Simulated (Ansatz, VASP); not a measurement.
# One calculation of SnO2, two programs

```xyz
3
Lattice="1.6310 0.9417 4.9616 -1.6310 0.9417 4.9616 0.0000 -1.8833 4.9616" Properties=species:S:1:pos:R:3 pbc="T T T"
Sn    0.0000    0.0000    7.4424
O     0.0000    0.0000    3.3247
O     0.0000    0.0000   11.5602
```

Alike in both runs: task single point; functional PBE; k mesh 12 × 12 × 12; occupations gaussian, width 0.05 eV; no spin polarisation.

|  | VASP | Ansatz |
| --- | --- | --- |
| version | VASP 6.6.1 | Ansatz 0.2.0 |
| potentials or method | VASP PAW PBE potentials, release 64 (Sn_d, O), cutoff 520 eV | scalar-relativistic, plane waves, PAW |
| valence electrons in the cell | 26 | 26 |

VASP gave:

| Property | Result |
| --- | --- |
| gap on the k mesh at the Fermi level (eV) | 2.07 |
| least direct gap on the mesh (eV) | 2.80 |
| pressure (GPa) | 11.2 |
| traceless stress, the component that is largest in VASP (GPa) | 0.85 |
| rms of the force components (eV/Å) | 1.011 |

Question: Estimate Ansatz's values.

Answer: gap on the k mesh at the Fermi level (eV): 2.09; least direct gap on the mesh (eV): 2.80; pressure (GPa): 10.5; traceless stress, the component that is largest in VASP (GPa): 1.37; rms of the force components (eV/Å): 0.983.

Atom by atom the forces differ by 0.028 eV/Å (rms over components).
